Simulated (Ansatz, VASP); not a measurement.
# One calculation of P, two programs

```
CELL_PARAMETERS angstrom
2.49678 0.00000 0.00000
0.00000 2.49678 0.00000
0.00000 0.00000 2.34848
ATOMIC_POSITIONS crystal
P 0.00000 0.00000 0.00000
```

Change from the starting cell: z stretched by -4 % at fixed volume.

Alike in both runs: task single point; functional PBE; k mesh 15 × 15 × 15; occupations fermi-dirac, width 0.03 eV; no spin polarisation.

|  | VASP | Ansatz |
| --- | --- | --- |
| version | VASP 6.6.1 | Ansatz 0.2.0 |
| potentials or method | VASP PAW PBE potentials, release 64 (P), cutoff 500 eV | all-electron LAPW, scalar-relativistic |

|  | VASP | Ansatz | Ansatz less VASP |
| --- | --- | --- | --- |
| pressure (GPa) | 0.2 | 0.5 | +0.32 |
| traceless stress, the component that is largest in VASP (GPa) | 10.44 | 10.52 | +0.081 |

Ansatz ran all-electron here, and VASP with PAW potentials.
